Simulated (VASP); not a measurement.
# Ba (P6/mmm) in VASP: a series of runs, part 2 of 2

VASP 6.6.1. The steps go on from the part before.

## 4. Single point, PBE

This run uses another cell than the first one, of the same volume but with other edges.

The input, INCAR:

```
SYSTEM = Ba
  PREC = Accurate
  ENCUT = 520
  EDIFF = 1E-6
  ISMEAR = 0
  SIGMA = 0.15
  LREAL = .FALSE.
  LASPH = .TRUE.
  NELM = 80
  ALGO = Fast
  ISIF = 2
  LWAVE = .FALSE.
  LCHARG = .FALSE.
  GGA = PE
  NBANDS = 11
```

The input, KPOINTS:

```
regular mesh
0
G
  15 15 14
  0 0 0
```

The input, POSCAR:

```
Ba
1.0
    4.3706842396      0.0000000000      0.0000000000
   -2.1853421198      3.7851235834      0.0000000000
    0.0000000000      0.0000000000      3.8083472292
Ba
1
Direct
    0.0000000000      0.0000000000      0.0000000000
```

Potentials or basis: VASP PAW PBE potentials, release 64 (Ba_sv).

On the command line:

```sh
cat potpaw_PBE.64/Ba_sv/POTCAR > POTCAR
mpirun -np 1 vasp_std > vasp.out
```

OUTCAR:

```text
SYSTEM = Ba
   PREC = Accurate
   ENCUT = 520
   EDIFF = 1E-6
   ISMEAR = 0
   LREAL = .FALSE.
   LASPH = .TRUE.
   NELM = 80
   ISIF = 2
   GGA = PE

 ion  position               nearest neighbor table
   1  0.000  0.000  0.000-

  LATTYP: Found a hexagonal cell.
 ALAT       =     4.3706842396
 C/A-ratio  =     0.8713389072

  Lattice vectors:

 A1 = (   4.3706842396,   0.0000000000,   0.0000000000)
 A2 = (  -2.1853421198,   3.7851235834,   0.0000000000)
 A3 = (   0.0000000000,   0.0000000000,   3.8083472292)

Analysis of symmetry for initial positions (statically):
=====================================================================
 Subroutine PRICEL returns:
 Original cell was already a primitive cell.

 Routine SETGRP: Setting up the symmetry group for a
 hexagonal supercell.

 Subroutine GETGRP returns: Found 24 space group operations
 (whereof 24 operations were pure point group operations)
 out of a pool of 24 trial point group operations.

The static configuration has the point symmetry D_6h.

Analysis of symmetry for dynamics (positions and initial velocities):
[... 163 lines left out ...]
 val. band max:        1.6804176774   @ k =   0.4000   0.0667   0.2857
 cond. band min:       1.7125139568   @ k =   0.2000  -0.0000   0.5000
 fundamental gap:      0.0320962794
 Fermi energy:         1.6912621059

 k-point     1 :       0.0000    0.0000    0.0000
  band No.  band energies     occupation
      1     -27.4778      2.00000
      2     -12.4278      2.00000
      3     -12.4278      2.00000
      4     -12.2224      2.00000
      5      -1.0354      2.00000
      6       1.7404      0.64321
      7       3.2829      0.00000
      8       3.2829      0.00000
      9       6.5938      0.00000
     10       6.5938      0.00000
     11       7.5667      0.00000
[... 309 lines left out ...]
 k-point    24 :       0.4000    0.2000    0.0000
  band No.  band energies     occupation
      1     -27.4399      2.00000
      2     -12.8095      2.00000
      3     -12.6258      2.00000
      4     -12.1763      2.00000
      5       1.2480      1.99997
      6       2.0037      0.00322
      7       2.2692      0.00000
      8       5.0708      0.00000
      9       5.7697      0.00000
     10       6.1111      0.00000
     11       6.5148      0.00000

 [... further k-points ...]
[... 5 lines left out ...]
  --------------------------------------------------------------------------------------
  -------------------------------------------------------------------------------------
  Total       -0.2991344     -0.2991344      0.6046012      0.0000000      0.0000000      0.0000000
  in kB       -7.6069567     -7.6069567     15.3749454      0.0000000      0.0000000      0.0000000
  external PRESSURE =       0.0536773 kB  Pullay stress =       0.0000000 kB

 VOLUME and BASIS-vectors are now :
 -----------------------------------------------------------------------------
  energy-cutoff  :      520.00
  volume of cell :       63.00
      direct lattice vectors                 reciprocal lattice vectors
     4.370684240  0.000000000  0.000000000     0.228797128  0.132096083  0.000000000
    -2.185342120  3.785123583  0.000000000     0.000000000  0.264192167  0.000000000
     0.000000000  0.000000000  3.808347229     0.000000000  0.000000000  0.262581099

 POSITION                                       TOTAL-FORCE (eV/Angst)
 -----------------------------------------------------------------------------------
      0.00000      0.00000      0.00000        -0.000000      0.000000      0.000000
 -----------------------------------------------------------------------------------
    total drift:                                0.000000      0.000000     -0.000000

  FREE ENERGIE OF THE ION-ELECTRON SYSTEM (eV)
  ---------------------------------------------------
  free  energy   TOTEN  =        -1.7175410751 eV

  energy  without entropy=       -1.7070434955  energy(sigma->0) =       -1.71229229
```

OSZICAR:

```text
N       E                     dE             d eps       ncg     rms          rms(c)
DAV:   1     0.555266967637E+02    0.55527E+02   -0.42356E+03  4752   0.750E+02
DAV:   2     0.110534097439E+01   -0.54421E+02   -0.52883E+02  5750   0.137E+02
DAV:   3    -0.163441358956E+01   -0.27398E+01   -0.27222E+01  6011   0.320E+01
DAV:   4    -0.171673527000E+01   -0.82322E-01   -0.82184E-01  6215   0.509E+00
DAV:   5    -0.171912425750E+01   -0.23890E-02   -0.23887E-02  6443   0.698E-01    0.178E+00
RMM:   6    -0.171688159833E+01    0.22427E-02   -0.44356E-03  5144   0.629E-01    0.107E+00
RMM:   7    -0.171705511151E+01   -0.17351E-03   -0.12104E-02  5789   0.114E+00    0.694E-02
RMM:   8    -0.171747418653E+01   -0.41908E-03   -0.23686E-03  6447   0.303E-01    0.350E-02
RMM:   9    -0.171753141751E+01   -0.57231E-04   -0.32919E-04  6991   0.983E-02    0.108E-02
RMM:  10    -0.171753939807E+01   -0.79806E-05   -0.49018E-05  7021   0.394E-02    0.474E-03
RMM:  11    -0.171754077114E+01   -0.13731E-05   -0.13032E-05  6873   0.162E-02    0.426E-03
RMM:  12    -0.171754107511E+01   -0.30397E-06   -0.26573E-06  5134   0.122E-02
   1 F= -.17175411E+01 E0= -.17122923E+01  d E =-.104976E-01
```

Run time: 61 s. Hardware: 1 thread of Intel Xeon Platinum 8488C (Sapphire Rapids), shared host; peak memory 0.29 GiB.

What came out:

```
Free energy            : -1.7175 eV
Pressure               : 0.0 GPa
Band gap on the k mesh : zero (band 5 reaches 1.98 eV, above the bottom of band 6 at 1.49 eV)
```

Caveat: spin-orbit coupling is left out, which moves the levels of the heavy elements.

## 5. Overview

```tsv
cell	further INCAR settings	gap on the mesh (eV)	pressure (GPa)
a = 4.552, b = 4.552, c = 3.512 Å, angles 90.0, 90.0, 120.0°, 1 atom	ALGO = Fast; EDIFF = 1e-07; NBANDS = 11	none	0.3
a = 4.177, b = 4.177, c = 4.170 Å, angles 90.0, 90.0, 120.0°, 1 atom	ALGO = Fast; EDIFF = 1e-07; NBANDS = 11	none	0.1
a = 4.371, b = 4.371, c = 3.808 Å, angles 90.0, 90.0, 120.0°, 1 atom	ALGO = Fast; EDIFF = 1e-06; NBANDS = 11	none	0.0
```

Alike in all rows: task single point; level PBE; potentials or basis VASP PAW PBE potentials, release 64 (Ba_sv); no spin polarisation; k mesh 15 × 15 × 14; cutoff (eV) 520; smearing gaussian 0.15 eV.

Caveats: spin-orbit coupling is left out, which moves the levels of the heavy elements.

Absolute energies hang on the potentials; compare differences alone.
